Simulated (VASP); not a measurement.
# BaTe (Fm-3m) in VASP: further runs

The runs below take BaTe through single point, with LDA, PBEsol, PBE, r2SCAN.

Program: VASP 6.6.1. These are calculated values, not measurements. Logs are shortened: lines on timing, memory, paths and dates and some standing lists are left out, and cuts for length are marked.

## Step 1: The cell of the first run

Symmetry: Fm-3m, No. 225, cubic system. The conventional cell has a = 6.867 Å, b = 6.867 Å, c = 6.867 Å, α = 90.00°, β = 90.00°, γ = 90.00°. Within 4.5 Å of Ba (site symmetry m-3m) lie 6 Te at 3.43 Å. Within 4.5 Å of Te (site symmetry m-3m) lie 6 Ba at 3.43 Å.

## Step 2: Single point, LDA

INCAR reads:

```
ALGO = Normal ; EDIFF = 1E-6
ENCUT = 520 ; ISIF = 2
ISMEAR = -1 ; LASPH = True
LCHARG = True ; LELF = True
LREAL = False ; LVHAR = True
LWAVE = False ; NBANDS = 15
NELM = 100 ; PREC = Accurate
SIGMA = 0.02
```

KPOINTS reads:

```
k-points
0
Gamma
  8 8 8
```

POSCAR reads:

```
BaTe
1.0
    0.0000000000      3.4334655730      3.4334655730
    3.4334655730      0.0000000000      3.4334655730
    3.4334655730      3.4334655730      0.0000000000
Ba Te
1 1
Direct
    0.0000000000      0.0000000000      0.0000000000
    0.5000000000      0.5000000000      0.5000000000
```

Potentials or basis: VASP PAW LDA potentials, release 64 (Ba_sv, Te).

Run with:

```
> cat potpaw_LDA.64/Ba_sv/POTCAR potpaw_LDA.64/Te/POTCAR > POTCAR
> mpirun -np 1 vasp_std > vasp.out
```

OUTCAR:

```text
EDIFF = 1E-6
   ENCUT = 520
   ISIF = 2
   ISMEAR = -1
   LASPH = True
   LREAL = False
   NELM = 100
   PREC = Accurate

 ion  position               nearest neighbor table
   1  0.000  0.000  0.000-   2 3.43   2 3.43   2 3.43   2 3.43   2 3.43   2 3.43
   2  0.500  0.500  0.500-   1 3.43   1 3.43   1 3.43   1 3.43   1 3.43   1 3.43

  LATTYP: Found a face centered cubic cell.
 ALAT       =     6.8669311460

  Lattice vectors:

 A1 = (   0.0000000000,   3.4334655730,   3.4334655730)
 A2 = (   3.4334655730,   0.0000000000,   3.4334655730)
 A3 = (   3.4334655730,   3.4334655730,   0.0000000000)

Analysis of symmetry for initial positions (statically):
=====================================================================
 Subroutine PRICEL returns:
 Original cell was already a primitive cell.

 Routine SETGRP: Setting up the symmetry group for a
 face centered cubic supercell.

 Subroutine GETGRP returns: Found 48 space group operations
 (whereof 48 operations were pure point group operations)
 out of a pool of 48 trial point group operations.

The static configuration has the point symmetry O_h .

Analysis of symmetry for dynamics (positions and initial velocities):
=====================================================================
 Subroutine PRICEL returns:
 Original cell was already a primitive cell.

 Routine SETGRP: Setting up the symmetry group for a
 face centered cubic supercell.

 Subroutine GETGRP returns: Found 48 space group operations
 (whereof 48 operations were pure point group operations)
 out of a pool of 48 trial point group operations.

The dynamic configuration has the point symmetry O_h .

 Subroutine INISYM returns: Found 48 space group operations
 (whereof 48 operations are pure point group operations),
 and found     1 'primitive' translations

----------------------------------------------------------------------------------------

                                     Primitive cell

  volume of cell :      80.9521

  direct lattice vectors                    reciprocal lattice vectors
     0.000000000  3.433465573  3.433465573    -0.145625459  0.145625459  0.145625459
     3.433465573  0.000000000  3.433465573     0.145625459 -0.145625459  0.145625459
     3.433465573  3.433465573  0.000000000     0.145625459  0.145625459 -0.145625459

  length of vectors
     4.855653579  4.855653579  4.855653579     0.252230694  0.252230694  0.252230694

  position of ions in fractional coordinates (direct lattice)
     0.000000000  0.000000000  0.000000000
     0.500000000  0.500000000  0.500000000

  ion indices of the primitive-cell ions
   primitive index   ion index
                 1           1
                 2           2

----------------------------------------------------------------------------------------

 KPOINTS: k-points

Automatic generation of k-mesh.
 Grid dimensions read from file:
 generate k-points for:    8    8    8

 Generating k-lattice:

  Cartesian coordinates                     Fractional coordinates (reciprocal lattice)
    -0.018203182  0.018203182  0.018203182     0.125000000  0.000000000  0.000000000
     0.018203182 -0.018203182  0.018203182     0.000000000  0.125000000  0.000000000
     0.018203182  0.018203182 -0.018203182     0.000000000  0.000000000  0.125000000

  Length of vectors
     0.031528837  0.031528837  0.031528837

  Shift w.r.t. Gamma in fractional coordinates (k-lattice)
     0.000000000  0.000000000  0.000000000

 Subroutine IBZKPT returns following result:
 ===========================================

 Found     29 irreducible k-points:

 Following reciprocal coordinates:
            Coordinates               Weight
  0.000000  0.000000  0.000000      1.000000
  0.125000  0.000000  0.000000      8.000000
  0.250000  0.000000  0.000000      8.000000
  0.375000  0.000000  0.000000      8.000000
  0.500000  0.000000  0.000000      4.000000
  0.125000  0.125000  0.000000      6.000000
[... 16 lines left out ...]
  0.500000  0.250000  0.125000     48.000000
 -0.375000  0.250000  0.125000     24.000000
 [... further k-points ...]
   k-points           NKPTS =     29   k-points in BZ     NKDIM =     29   number of bands    NBANDS=     15
   number of dos      NEDOS =    301   number of ions     NIONS =      2
   total plane-waves  NPLWV =  46656
   dimension x,y,z NGX =    36 NGY =   36 NGZ =   36
   dimension x,y,z NGXF=    72 NGYF=   72 NGZF=   72
   ions per type =               1   1
   NGX,Y,Z   is equivalent  to a cutoff of  12.33, 12.33, 12.33 a.u.
   NGXF,Y,Z  is equivalent  to a cutoff of  24.65, 24.65, 24.65 a.u.
 SYSTEM =  unknown system
   PREC   = accura    normal or accurate (medium, high low for compatibility)
   ISTART =      0    job   : 0-new  1-cont  2-samecut
   ICHARG =      2    charge: 1-file 2-atom 10-const
   ISPIN  =      1    spin polarized calculation?
   LNONCOLLINEAR =      F non collinear calculations
   LSORBIT =      F    spin-orbit coupling
   LASPH  =      T    aspherical Exc in radial PAW
   ENCUT  =  520.0 eV  38.22 Ry    6.18 a.u.   9.03  9.03  9.03*2*pi/ulx,y,z
   NELM   =    100;   NELMIN=  2; NELMDL= -5     # of ELM steps
   EDIFF  = 0.1E-05   stopping-criterion for ELM
   LREAL  =      F    real-space projection
   EDIFFG = 0.1E-04   stopping-criterion for IOM
   NSW    =      0    number of steps for IOM
   IBRION =     -1    ionic relax: 0-MD 1-quasi-New 2-CG
   NFREE  =      0    steps in history (QN), initial steepest desc. (CG)
   ISIF   =      2    stress and relaxation
   ISYM   =      2    0-nonsym 1-usesym 2-fastsym
   POTIM  = 0.5000    time-step for ionic-motion
   TEBEG  =    0.0;   TEEND  =   0.0 temperature during run
   PSTRESS=    0.0 pullay stress
   NELECT =      16.0000    total number of electrons
   NUPDOWN=      -1.0000    fix difference up-down
   EMIN   =  10.00;   EMAX   =-10.00  energy-range for DOS
   EFERMI =   0.00;   METHOD = LEGACY
   ISMEAR =    -1;   SIGMA  =   0.02  broadening in eV -4-tet -1-fermi 0-gaus
   EFERMI_NEDOS =   21; number of points for ismear=-14 and -15
   IALGO  =     38    algorithm
   IMIX   =      4    mixing-type and parameters
     AMIX     =   0.40;   BMIX     =  1.00
     AMIX_MAG =   1.60;   BMIX_MAG =  1.00
  volume/ion in A,a.u.               =      40.48       273.15
  Fermi-wavevector in a.u.,A,eV,Ry     =   0.953613  1.802067 12.372834  0.909378
  Thomas-Fermi vector in A             =   2.082284
   LORBIT       =      0    0 simple, 1 ext, 2 COOP (PROOUT), +10 PAW based schemes
   GGA     = CA    functional components
   LHFCALC =     F    Hartree Fock is set to
   AEXX    =    0.0000 exact exchange contribution
   IVDW    =     0    specifies the selected vdW correction
   LEPSILON=     F    determine dielectric tensor
   LRPA    =     F    only Hartree local field effects (RPA)
 non-spin polarized calculation
  energy-cutoff  :      520.00
  volume of cell :       80.95
 maximum number of plane-waves:      2204
   NGX = 19   NGY = 19   NGZ = 19

 number of electron      16.0000000 magnetization

 Free energy of the ion-electron system (eV)
  ---------------------------------------------------
  ext. energy  EPLUGINS =         0.00000000
  ---------------------------------------------------
  free energy    TOTEN  =        -9.61064189 eV

  energy without entropy =       -9.61064189  energy(sigma->0) =       -9.61064189

 E-fermi :   2.8495     XC(G=0):  -8.7685

 val. band max:        2.4651587092   @ k =   0.0000   0.0000   0.0000
 cond. band min:       3.7236709623   @ k =   0.5000   0.5000   0.0000
 fundamental gap:      1.2585122531
 Fermi energy:         2.8494530457

 k-point     1 :       0.0000    0.0000    0.0000
  band No.  band energies     occupation
      1     -24.3447      2.00000
      2      -9.5300      2.00000
      3      -9.5300      2.00000
      4      -9.5300      2.00000
      5      -7.2745      2.00000
      6       2.4652      2.00000
      7       2.4652      2.00000
      8       2.4652      2.00000
      9       5.2335      0.00000
     10       5.2335      0.00000
     11       5.2335      0.00000
     12       5.3884      0.00000
     13       5.9654      0.00000
     14       5.9654      0.00000
     15       9.3032      0.00000

 k-point     2 :       0.1250    0.0000    0.0000
  band No.  band energies     occupation
      1     -24.3420      2.00000
      2      -9.6363      2.00000
      3      -9.5320      2.00000
      4      -9.5320      2.00000
      5      -7.1211      2.00000
      6       1.8895      2.00000
      7       2.1914      2.00000
      8       2.1914      2.00000
      9       5.2691      0.00000
     10       5.4446      0.00000
     11       5.4446      0.00000
     12       6.1058      0.00000
     13       6.4616      0.00000
     14       6.4616      0.00000
     15       9.8376      0.00000

 k-point     3 :       0.2500    0.0000    0.0000
  band No.  band energies     occupation
      1     -24.3353      2.00000
      2      -9.8540      2.00000
      3      -9.5369      2.00000
      4      -9.5369      2.00000
      5      -6.7828      2.00000
      6       0.9587      2.00000
      7       1.6986      2.00000
      8       1.6986      2.00000
      9       5.4582      0.00000
     10       6.0016      0.00000
     11       6.0016      0.00000
     12       7.4223      0.00000
     13       7.6494      0.00000
     14       7.6494      0.00000
     15      10.8317      0.00000

 k-point     4 :       0.3750    0.0000    0.0000
  band No.  band energies     occupation
      1     -24.3286      2.00000
      2     -10.0359      2.00000
      3      -9.5417      2.00000
      4      -9.5417      2.00000
      5      -6.4680      2.00000
      6       0.2641      2.00000
      7       1.3262      2.00000
      8       1.3262      2.00000
      9       5.9798      0.00000
     10       6.8015      0.00000
     11       6.8015      0.00000
     12       7.8816      0.00000
     13       9.0323      0.00000
     14       9.0323      0.00000
     15      10.6696      0.00000
[... 307 lines left out ...]
 k-point    22 :       0.3750    0.2500    0.1250
  band No.  band energies     occupation
      1     -24.3303      2.00000
      2      -9.8679      2.00000
      3      -9.6051      2.00000
      4      -9.5522      2.00000
      5      -6.7343      2.00000
      6       0.6775      2.00000
      7       1.5967      2.00000
      8       1.9063      2.00000
      9       4.9400      0.00000
     10       6.4453      0.00000
     11       6.7781      0.00000
     12       7.0508      0.00000
     13       7.7372      0.00000
     14       9.4544      0.00000
     15      10.8421      0.00000

 k-point    23 :       0.5000    0.2500    0.1250
  band No.  band energies     occupation
      1     -24.3250      2.00000
      2      -9.9476      2.00000
      3      -9.6320      2.00000
      4      -9.5680      2.00000
      5      -6.6074      2.00000
      6       0.5211      2.00000
      7       1.3335      2.00000
      8       1.5964      2.00000
      9       5.4105      0.00000
     10       7.0083      0.00000
     11       7.3213      0.00000
     12       7.5207      0.00000
     13       8.1972      0.00000
     14       9.9300      0.00000
     15      10.2540      0.00000

 k-point    24 :      -0.3750    0.2500    0.1250
  band No.  band energies     occupation
      1     -24.3227      2.00000
      2      -9.9803      2.00000
      3      -9.6354      2.00000
      4      -9.5809      2.00000
      5      -6.5572      2.00000
      6       0.4743      2.00000
      7       1.3402      2.00000
      8       1.3513      2.00000
      9       6.0739      0.00000
     10       6.3588      0.00000
     11       7.7073      0.00000
     12       8.0458      0.00000
     13       8.5908      0.00000
     14       9.4539      0.00000
     15      10.6644      0.00000

 [... further k-points ...]

------------------------ aborting loop because EDIFF is reached ----------------------------------------

  FORCE on cell =-STRESS in cart. coord.  units (eV):
  Direction    XX          YY          ZZ          XY          YZ          ZX
  --------------------------------------------------------------------------------------
  -------------------------------------------------------------------------------------
  Total        0.2249316      0.2249316      0.2249316      0.0000000      0.0000000     -0.0000000
  in kB        4.4517726      4.4517726      4.4517726      0.0000000      0.0000000     -0.0000000
  external PRESSURE =       4.4517726 kB  Pullay stress =       0.0000000 kB

 VOLUME and BASIS-vectors are now :
 -----------------------------------------------------------------------------
  energy-cutoff  :      520.00
  volume of cell :       80.95
      direct lattice vectors                 reciprocal lattice vectors
     0.000000000  3.433465573  3.433465573    -0.145625459  0.145625459  0.145625459
     3.433465573  0.000000000  3.433465573     0.145625459 -0.145625459  0.145625459
     3.433465573  3.433465573  0.000000000     0.145625459  0.145625459 -0.145625459

 POSITION                                       TOTAL-FORCE (eV/Angst)
 -----------------------------------------------------------------------------------
      0.00000      0.00000      0.00000         0.000000      0.000000     -0.000000
      3.43347      3.43347      3.43347        -0.000000     -0.000000      0.000000
 -----------------------------------------------------------------------------------
    total drift:                                0.000000      0.000000      0.000000

  FREE ENERGIE OF THE ION-ELECTRON SYSTEM (eV)
  ---------------------------------------------------
  free  energy   TOTEN  =        -9.6106418931 eV

  energy  without entropy=       -9.6106418931  energy(sigma->0) =       -9.61064189
```

Wall time 20 s (1 thread of Intel Xeon Platinum 8488C (Sapphire Rapids), shared host); peak memory 0.19 GiB.

Results:

```yaml
Free_energy: -9.6106 eV
Pressure: 0.4 GPa
Band_gap_on_the_k_mesh: 1.26 eV, indirect (least direct gap 1.64 eV)
```

Levels at points of the mesh, in eV from the valence-band top:
| k point | band 5 | band 6 | band 7 | band 8 | band 9 | band 10 | band 11 | band 12 |
| --- | --- | --- | --- | --- | --- | --- | --- | --- |
| (0.00, 0.00, 0.00) | -9.74 | 0.00 | 0.00 | 0.00 | 2.77 | 2.77 | 2.77 | 2.92 |
| (0.50, 0.00, 0.00) | -8.81 | -2.46 | -1.27 | -1.27 | 4.15 | 4.77 | 4.89 | 4.89 |
| (0.50, 0.50, 0.00) | -9.52 | -1.16 | -0.38 | -0.38 | 1.26 | 4.47 | 4.72 | 5.78 |

Caveat: spin-orbit coupling is left out, which moves the levels of the heavy elements. A k mesh can miss the band edges.

## Step 3: Single point, PBEsol

This run uses another cell than the first one, of 41.84 Å³/atom, 1.034 times its volume.

INCAR reads:

```
  PREC = Accurate
  ENCUT = 520
  EDIFF = 1E-6
  ISMEAR = -1
  SIGMA = 0.02
  LREAL = F
  LASPH = T
  NELM = 60
  ALGO = Normal
  ISIF = 2
  LWAVE = F
  LCHARG = T
  GGA = PS
  LELF = T
  LVHAR = T
  NBANDS = 15
```

KPOINTS reads:

```
regular mesh
0
Gamma
  8 8 8
```

POSCAR reads:

```
BaTe
1.0
    0.0000000000      3.4716860131      3.4716860131
    3.4716860131      0.0000000000      3.4716860131
    3.4716860131      3.4716860131      0.0000000000
Ba Te
1 1
Direct
    0.0000000000      0.0000000000      0.0000000000
    0.5000000000      0.5000000000      0.5000000000
```

Potentials or basis: VASP PAW PBE potentials, release 64 (Ba_sv, Te).

Run with:

```
> cat potpaw_PBE.64/Ba_sv/POTCAR potpaw_PBE.64/Te/POTCAR > POTCAR
> mpirun -np 1 vasp_std > vasp.out
```

OUTCAR:

```text
PREC = Accurate
   ENCUT = 520
   EDIFF = 1E-6
   ISMEAR = -1
   LREAL = F
   LASPH = T
   NELM = 60
   ISIF = 2
   GGA = PS

 ion  position               nearest neighbor table
   1  0.000  0.000  0.000-   2 3.47   2 3.47   2 3.47   2 3.47   2 3.47   2 3.47
   2  0.500  0.500  0.500-   1 3.47   1 3.47   1 3.47   1 3.47   1 3.47   1 3.47

  LATTYP: Found a face centered cubic cell.
 ALAT       =     6.9433720262

  Lattice vectors:

 A1 = (   0.0000000000,   3.4716860131,   3.4716860131)
[... 617 lines left out ...]

------------------------ aborting loop because EDIFF is reached ----------------------------------------

  FORCE on cell =-STRESS in cart. coord.  units (eV):
  Direction    XX          YY          ZZ          XY          YZ          ZX
  --------------------------------------------------------------------------------------
  -------------------------------------------------------------------------------------
  Total        0.1863729      0.1863729      0.1863729      0.0000000      0.0000000      0.0000000
  in kB        3.5681418      3.5681418      3.5681418      0.0000000      0.0000000      0.0000000
  external PRESSURE =       3.5681418 kB  Pullay stress =       0.0000000 kB

 VOLUME and BASIS-vectors are now :
 -----------------------------------------------------------------------------
  energy-cutoff  :      520.00
  volume of cell :       83.69
      direct lattice vectors                 reciprocal lattice vectors
     0.000000000  3.471686013  3.471686013    -0.144022241  0.144022241  0.144022241
     3.471686013  0.000000000  3.471686013     0.144022241 -0.144022241  0.144022241
     3.471686013  3.471686013  0.000000000     0.144022241  0.144022241 -0.144022241

 POSITION                                       TOTAL-FORCE (eV/Angst)
 -----------------------------------------------------------------------------------
      0.00000      0.00000      0.00000        -0.000000     -0.000000     -0.000000
      3.47169      3.47169      3.47169         0.000000      0.000000      0.000000
 -----------------------------------------------------------------------------------
    total drift:                                0.000000     -0.000000     -0.000000

  FREE ENERGIE OF THE ION-ELECTRON SYSTEM (eV)
  ---------------------------------------------------
  free  energy   TOTEN  =        -9.1909514867 eV

  energy  without entropy=       -9.1909514867  energy(sigma->0) =       -9.19095149
```

stdout:

```text
POSCAR found type information on POSCAR BaTe
 POSCAR found :  2 types and       2 ions
 scaLAPACK will be used
 -----------------------------------------------------------------------------
|                                                                             |
|                                                                             |
|     You enforced a specific xc type in the INCAR file but a different       |
|     I HOPE YOU KNOW WHAT YOU ARE DOING!                                     |
|                                                                             |
 -----------------------------------------------------------------------------

 LDA part: xc-table for (Slater+PW92), standard interpolation
 POSCAR, INCAR and KPOINTS ok, starting setup
 FFT: planning ... GRIDC
 FFT: planning ... GRID_SOFT
 FFT: planning ... GRID
 WAVECAR not read
 entering main loop
```

Run time: 34 s. Hardware: 1 thread of Intel Xeon Platinum 8488C (Sapphire Rapids), shared host; peak memory 0.25 GiB.

What came out:

```yaml
Free_energy: -9.1910 eV
Pressure: 0.4 GPa
Band_gap_on_the_k_mesh: 1.37 eV, indirect (least direct gap 1.76 eV)
```

Levels at points of the mesh, in eV from the valence-band top:
| k point | band 6 | band 7 | band 8 | band 9 | band 10 | band 11 |
| --- | --- | --- | --- | --- | --- | --- |
| (0.00, 0.00, 0.00) | 0.00 | 0.00 | 0.00 | 2.85 | 2.85 | 2.85 |
| (0.50, 0.00, 0.00) | -2.35 | -1.19 | -1.19 | 4.11 | 4.76 | 4.90 |
| (0.50, 0.50, 0.00) | -1.16 | -0.39 | -0.39 | 1.37 | 4.45 | 4.64 |

Caveat: the PAW data sets were made with another functional, which shifts forces and pressure a little; spin-orbit coupling is left out, which moves the levels of the heavy elements. A hybrid or GW would open this gap; PBEsol tends to underestimate it.

(Part 1 of 2 ends here.)
